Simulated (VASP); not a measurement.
# MgO (Cmc2_1) in VASP: single point with PBEsol

Aim: the single point of MgO with PBEsol.

All numbers are computed with VASP 6.6.1; they aren't measurements. Logs are shortened: lines on timing, memory, paths and dates and some standing lists are left out, and cuts for length are marked.

### Step 1. The cell of the first run

It takes space group Cmc2_1 (No. 36, orthorhombic). The conventional cell has a = 3.255 Å, b = 5.639 Å, c = 10.416 Å, α = 90.00°, β = 90.00°, γ = 90.00°. Within 2.6 Å of Mg (site symmetry m) lie 4 O at 1.96 to 1.99 Å. Mg (site symmetry m) has 4 O at 1.96 to 2.07 Å within 2.6 Å. Within 2.6 Å of O (site symmetry m) lie 4 Mg at 1.96 to 1.99 Å. O (site symmetry m) has 4 Mg at 1.96 to 2.07 Å within 2.6 Å.

### Step 2. Single point, PBEsol (mode 4 frozen in at +0.000 Å and mode 5 at -0.334 Å (largest displacements))

INCAR reads:

```
SYSTEM = MgO
PREC = Accurate
ENCUT = 520
EDIFF = 1E-6
ISMEAR = 0
SIGMA = 0.05
LREAL = .FALSE.
LASPH = .TRUE.
NELM = 80
ALGO = Normal
ISIF = 2
LWAVE = .FALSE.
LCHARG = .FALSE.
GGA = PS
NBANDS = 26
```

KPOINTS reads:

```
regular mesh
0
G
  9 9 4
  0 0 0
```

POSCAR reads:

```
MgO
1.0
    3.2554034470      0.0000000000      0.0000000000
   -1.6277017235      2.8192620847      0.0000000000
    0.0000000000      0.0000000000     10.4160299547
Mg O
4 4
Direct
    0.2740979749      0.5481959499      0.9695925587
    0.0415185130      0.0830370260      0.2209429155
   -0.0415185130     -0.0830370260      0.7209429155
    0.7259020251      0.4518040501      0.4695925587
    0.2887722473      0.5775444947      0.7799203897
    0.0548419040      0.1096838080      0.5295423161
   -0.0548419040     -0.1096838080      0.0295423161
    0.7112277527      0.4224555053      0.2799203897
```

Potentials or basis: VASP PAW PBE potentials, release 64 (Mg, O).

Started as:

```
$ cat potpaw_PBE.64/Mg/POTCAR potpaw_PBE.64/O/POTCAR > POTCAR
$ mpirun -np 1 vasp_std > vasp.out
```

OUTCAR:

```text
SYSTEM = MgO
   PREC = Accurate
   ENCUT = 520
   EDIFF = 1E-6
   ISMEAR = 0
   LREAL = .FALSE.
   LASPH = .TRUE.
   NELM = 80
   ISIF = 2
   GGA = PS

 ion  position               nearest neighbor table
   1  0.274  0.548  0.970-   7 1.96   5 1.98   7 1.99   7 1.99   2 2.93   3 3.14   3 3.23   3 3.23
                             2 3.43   2 3.43
   2  0.042  0.083  0.221-   8 1.96   8 1.99   8 1.99   7 2.07   1 2.93   4 3.14   4 3.23   4 3.23
                             1 3.43   1 3.43
   3  0.958  0.917  0.721-   5 1.96   5 1.99   5 1.99   6 2.07   4 2.93   1 3.14   1 3.23   1 3.23
                             4 3.43   4 3.43
   4  0.726  0.452  0.470-   6 1.96   8 1.98   6 1.99   6 1.99   3 2.93   2 3.14   2 3.23   2 3.23
                             3 3.43   3 3.43
   5  0.289  0.578  0.780-   3 1.96   1 1.98   3 1.99   3 1.99
   6  0.055  0.110  0.530-   4 1.96   4 1.99   4 1.99   3 2.07
   7  0.945  0.890  0.030-   1 1.96   1 1.99   1 1.99   2 2.07
   8  0.711  0.422  0.280-   2 1.96   4 1.98   2 1.99   2 1.99

  LATTYP: Found a hexagonal cell.
 ALAT       =     3.2554034470
 C/A-ratio  =     3.1996126208

  Lattice vectors:

 A1 = (   3.2554034470,   0.0000000000,   0.0000000000)
 A2 = (  -1.6277017235,   2.8192620847,   0.0000000000)
 A3 = (   0.0000000000,   0.0000000000,  10.4160299547)

Analysis of symmetry for initial positions (statically):
=====================================================================
 Subroutine PRICEL returns:
 Original cell was already a primitive cell.

 Routine SETGRP: Setting up the symmetry group for a
 hexagonal supercell.

 Subroutine GETGRP returns: Found  4 space group operations
 (whereof  2 operations were pure point group operations)
 out of a pool of 24 trial point group operations.

The static configuration has the point symmetry C_1h.
 The point group associated with its full space group is C_2v.

Analysis of symmetry for dynamics (positions and initial velocities):
=====================================================================
 Subroutine PRICEL returns:
 Original cell was already a primitive cell.

 Routine SETGRP: Setting up the symmetry group for a
 hexagonal supercell.

 Subroutine GETGRP returns: Found  4 space group operations
 (whereof  2 operations were pure point group operations)
 out of a pool of 24 trial point group operations.

The dynamic configuration has the point symmetry C_1h.
 The point group associated with its full space group is C_2v.

 Subroutine INISYM returns: Found  4 space group operations
 (whereof  2 operations are pure point group operations),
 and found     1 'primitive' translations

----------------------------------------------------------------------------------------

                                     Primitive cell

  volume of cell :      95.5966

  direct lattice vectors                    reciprocal lattice vectors
     3.255403447  0.000000000  0.000000000     0.307181588  0.177351372  0.000000000
    -1.627701723  2.819262085  0.000000000     0.000000000  0.354702745  0.000000000
     0.000000000  0.000000000 10.416029955     0.000000000  0.000000000  0.096005868

  length of vectors
     3.255403447  3.255403447 10.416029955     0.354702745  0.354702745  0.096005868

  position of ions in fractional coordinates (direct lattice)
     0.274097975  0.548195950  0.969592559
     0.041518513  0.083037026  0.220942915
     0.958481487  0.916962974  0.720942915
     0.725902025  0.451804050  0.469592559
     0.288772247  0.577544495  0.779920390
     0.054841904  0.109683808  0.529542316
     0.945158096  0.890316192  0.029542316
     0.711227753  0.422455505  0.279920390

  ion indices of the primitive-cell ions
   primitive index   ion index
                 1           1
                 2           2
                 3           3
                 4           4
                 5           5
                 6           6
                 7           7
                 8           8

----------------------------------------------------------------------------------------

 KPOINTS: regular mesh

Automatic generation of k-mesh.
 Grid dimensions read from file:
 generate k-points for:    9    9    4

 Generating k-lattice:

  Cartesian coordinates                     Fractional coordinates (reciprocal lattice)
     0.034131288  0.019705708  0.000000000     0.111111111  0.000000000  0.000000000
     0.000000000  0.039411416  0.000000000     0.000000000  0.111111111  0.000000000
     0.000000000  0.000000000  0.024001467     0.000000000  0.000000000  0.250000000

  Length of vectors
     0.039411416  0.039411416  0.024001467

  Shift w.r.t. Gamma in fractional coordinates (k-lattice)
     0.000000000  0.000000000  0.000000000

 Subroutine IBZKPT returns following result:
 ===========================================

 Found     75 irreducible k-points:

 Following reciprocal coordinates:
            Coordinates               Weight
  0.000000  0.000000  0.000000      1.000000
  0.111111  0.000000  0.000000      4.000000
  0.000000  0.111111  0.000000      2.000000
  0.222222  0.000000  0.000000      4.000000
  0.000000  0.222222  0.000000      2.000000
  0.333333  0.000000  0.000000      4.000000
[... 16 lines left out ...]
 -0.222222 -0.444444  0.000000      4.000000
  0.444444  0.333333  0.000000      4.000000
 [... further k-points ...]
   k-points           NKPTS =     75   k-points in BZ     NKDIM =     75   number of bands    NBANDS=     26
   number of dos      NEDOS =    301   number of ions     NIONS =      8
   total plane-waves  NPLWV =  46080
   dimension x,y,z NGX =    24 NGY =   24 NGZ =   80
   dimension x,y,z NGXF=    48 NGYF=   48 NGZF=  160
   ions per type =               4   4
   NGX,Y,Z   is equivalent  to a cutoff of  12.26, 12.26, 12.77 a.u.
   NGXF,Y,Z  is equivalent  to a cutoff of  24.51, 24.51, 25.54 a.u.
 SYSTEM =  MgO
   PREC   = accura    normal or accurate (medium, high low for compatibility)
   ISTART =      0    job   : 0-new  1-cont  2-samecut
   ICHARG =      2    charge: 1-file 2-atom 10-const
   ISPIN  =      1    spin polarized calculation?
   LNONCOLLINEAR =      F non collinear calculations
   LSORBIT =      F    spin-orbit coupling
   LASPH  =      T    aspherical Exc in radial PAW
   ENCUT  =  520.0 eV  38.22 Ry    6.18 a.u.   6.05  6.05 19.37*2*pi/ulx,y,z
   NELM   =     80;   NELMIN=  2; NELMDL= -5     # of ELM steps
   EDIFF  = 0.1E-05   stopping-criterion for ELM
   LREAL  =      F    real-space projection
   EDIFFG = 0.1E-04   stopping-criterion for IOM
   NSW    =      0    number of steps for IOM
   IBRION =     -1    ionic relax: 0-MD 1-quasi-New 2-CG
   NFREE  =      0    steps in history (QN), initial steepest desc. (CG)
   ISIF   =      2    stress and relaxation
   ISYM   =      2    0-nonsym 1-usesym 2-fastsym
   POTIM  = 0.5000    time-step for ionic-motion
   TEBEG  =    0.0;   TEEND  =   0.0 temperature during run
   PSTRESS=    0.0 pullay stress
   NELECT =      32.0000    total number of electrons
   NUPDOWN=      -1.0000    fix difference up-down
   EMIN   =  10.00;   EMAX   =-10.00  energy-range for DOS
   EFERMI =   0.00;   METHOD = LEGACY
   ISMEAR =     0;   SIGMA  =   0.05  broadening in eV -4-tet -1-fermi 0-gaus
   EFERMI_NEDOS =   21; number of points for ismear=-14 and -15
   IALGO  =     38    algorithm
   IMIX   =      4    mixing-type and parameters
     AMIX     =   0.40;   BMIX     =  1.00
     AMIX_MAG =   1.60;   BMIX_MAG =  1.00
  volume/ion in A,a.u.               =      11.95        80.64
  Fermi-wavevector in a.u.,A,eV,Ry     =   1.136695  2.148042 17.579758  1.292076
  Thomas-Fermi vector in A             =   2.273400
   LORBIT       =      0    0 simple, 1 ext, 2 COOP (PROOUT), +10 PAW based schemes
   GGA     = PS    functional components
   LHFCALC =     F    Hartree Fock is set to
   AEXX    =    0.0000 exact exchange contribution
   IVDW    =     0    specifies the selected vdW correction
   LEPSILON=     F    determine dielectric tensor
   LRPA    =     F    only Hartree local field effects (RPA)
 non-spin polarized calculation
 Gauss-broadening in eV      SIGMA  =   0.05
  energy-cutoff  :      520.00
  volume of cell :       95.60
 maximum number of plane-waves:      2616
   NGX = 13   NGY = 13   NGZ = 39

 number of electron      32.0000000 magnetization

 Free energy of the ion-electron system (eV)
  ---------------------------------------------------
  ext. energy  EPLUGINS =         0.00000000
  ---------------------------------------------------
  free energy    TOTEN  =       -48.56509310 eV

  energy without entropy =      -48.56509310  energy(sigma->0) =      -48.56509310

 E-fermi :   1.2754     XC(G=0):  -9.9390

 val. band max:        0.9968963119   @ k =   0.0000   0.0000   0.0000
 cond. band min:       4.1165663133   @ k =   0.0000   0.0000   0.0000
 fundamental gap:      3.1196700013
 Fermi energy:         1.2754493484

 k-point     1 :       0.0000    0.0000    0.0000
  band No.  band energies     occupation
      1     -15.1453      2.00000
      2     -14.8125      2.00000
      3     -14.7724      2.00000
      4     -14.4063      2.00000
      5      -2.3936      2.00000
      6      -1.1709      2.00000
[... 18 lines left out ...]
     25      15.3517      0.00000
     26      15.5502      0.00000

 k-point     2 :       0.1111    0.0000    0.0000
  band No.  band energies     occupation
      1     -15.0817      2.00000
      2     -14.7645      2.00000
      3     -14.7235      2.00000
      4     -14.3768      2.00000
      5      -2.2668      2.00000
      6      -1.2182      2.00000
[... 18 lines left out ...]
     25      14.9280      0.00000
     26      15.1352      0.00000

 k-point     3 :       0.0000    0.1111    0.0000
  band No.  band energies     occupation
      1     -15.0797      2.00000
      2     -14.7640      2.00000
      3     -14.7235      2.00000
      4     -14.3787      2.00000
      5      -2.2645      2.00000
      6      -1.2154      2.00000
[... 18 lines left out ...]
     25      14.9080      0.00000
     26      15.3489      0.00000

 k-point     4 :       0.2222    0.0000    0.0000
  band No.  band energies     occupation
      1     -14.9119      2.00000
      2     -14.6410      2.00000
      3     -14.5954      2.00000
      4     -14.3048      2.00000
      5      -1.9157      2.00000
      6      -1.4823      2.00000
[... 18 lines left out ...]
     25      14.0534      0.00000
     26      14.4216      0.00000

 k-point     5 :       0.0000    0.2222    0.0000
  band No.  band energies     occupation
      1     -14.9035      2.00000
      2     -14.6380      2.00000
      3     -14.5965      2.00000
      4     -14.3134      2.00000
      5      -1.9088      2.00000
      6      -1.4586      2.00000
[... 18 lines left out ...]
     25      13.9941      0.00000
     26      14.6776      0.00000

 k-point     6 :       0.3333    0.0000    0.0000
  band No.  band energies     occupation
      1     -14.6977      2.00000
      2     -14.5007      2.00000
      3     -14.4392      2.00000
      4     -14.2335      2.00000
      5      -1.9929      2.00000
      6      -1.7813      2.00000
[... 427 lines left out ...]
 k-point    21 :      -0.4444    0.2222    0.0000
  band No.  band energies     occupation
      1     -14.5984      2.00000
      2     -14.4446      2.00000
      3     -14.3639      2.00000
      4     -14.2061      2.00000
      5      -1.8500      2.00000
      6      -1.7295      2.00000
[... 18 lines left out ...]
     25      12.5417      0.00000
     26      13.8784      0.00000

 k-point    22 :       0.3333    0.2222    0.0000
  band No.  band energies     occupation
      1     -14.4467      2.00000
      2     -14.3711      2.00000
      3     -14.2843      2.00000
      4     -14.2083      2.00000
      5      -2.0248      2.00000
      6      -1.7885      2.00000
[... 18 lines left out ...]
     25      13.2015      0.00000
     26      13.5537      0.00000

 k-point    23 :      -0.2222   -0.4444    0.0000
  band No.  band energies     occupation
      1     -14.4294      2.00000
      2     -14.3515      2.00000
      3     -14.3040      2.00000
      4     -14.2242      2.00000
      5      -1.9194      2.00000
      6      -1.8456      2.00000
[... 18 lines left out ...]
     25      13.3391      0.00000
     26      13.6952      0.00000

 k-point    24 :       0.4444    0.3333    0.0000
  band No.  band energies     occupation
      1     -14.4552      2.00000
      2     -14.3831      2.00000
      3     -14.2718      2.00000
      4     -14.2012      2.00000
      5      -2.0077      2.00000
      6      -1.7632      2.00000
[... 18 lines left out ...]
     25      13.0410      0.00000
     26      13.4289      0.00000

 [... further k-points ...]
[... 5 lines left out ...]
  --------------------------------------------------------------------------------------
  -------------------------------------------------------------------------------------
  Total       -2.1571187      0.2797025      0.1975415      0.0000000      0.0000000      0.0000000
  in kB      -36.1528165      4.6877504      3.3107496      0.0000000      0.0000000      0.0000000
  external PRESSURE =      -9.3847721 kB  Pullay stress =       0.0000000 kB

 VOLUME and BASIS-vectors are now :
 -----------------------------------------------------------------------------
  energy-cutoff  :      520.00
  volume of cell :       95.60
      direct lattice vectors                 reciprocal lattice vectors
     3.255403447  0.000000000  0.000000000     0.307181588  0.177351372  0.000000000
    -1.627701723  2.819262085  0.000000000     0.000000000  0.354702745  0.000000000
     0.000000000  0.000000000 10.416029955     0.000000000  0.000000000  0.096005868

 POSITION                                       TOTAL-FORCE (eV/Angst)
 -----------------------------------------------------------------------------------
     -0.00000      1.54551     10.09931        -0.000000      0.465455     -0.218243
      0.00000      0.23410      2.30135        -0.000000     -0.328377     -0.111933
      1.62770      2.58516      7.50936         0.000000      0.328377     -0.111933
      1.62770      1.27375      4.89129         0.000000     -0.465455     -0.218243
     -0.00000      1.62825      8.12367         0.000000      0.275478      0.091010
      0.00000      0.30923      5.51573        -0.000000     -0.310286      0.239167
      1.62770      2.51003      0.30771         0.000000      0.310286      0.239167
      1.62770      1.19101      2.91566         0.000000     -0.275478      0.091010
 -----------------------------------------------------------------------------------
    total drift:                               -0.000000     -0.000000     -0.000930

  FREE ENERGIE OF THE ION-ELECTRON SYSTEM (eV)
  ---------------------------------------------------
  free  energy   TOTEN  =       -48.5650930954 eV

  energy  without entropy=      -48.5650930954  energy(sigma->0) =      -48.56509310
```

Wall time 2 min (1 thread of AMD EPYC 7R13 (Zen 3), shared host); peak memory 0.26 GiB.

What came out:

```
Free energy            : -48.5651 eV
Pressure               : -0.9 GPa
Largest force          : 0.514 eV/Å
Band gap on the k mesh : 3.12 eV, direct
```

Forces in eV/Å, atoms in the order of the input:
```
Mg   0.000  0.465 -0.218
Mg   0.000 -0.328 -0.112
Mg   0.000  0.328 -0.112
Mg   0.000 -0.465 -0.218
O    0.000  0.275  0.091
O    0.000 -0.310  0.239
O    0.000  0.310  0.239
O    0.000 -0.275  0.091
```

Caveat: the cell differs from its parent crystal (mode 4 frozen in at +0.000 Å and mode 5 at -0.334 Å (largest displacements)); the PAW data sets were made with another functional, which shifts forces and pressure a little. A k mesh can miss the band edges.
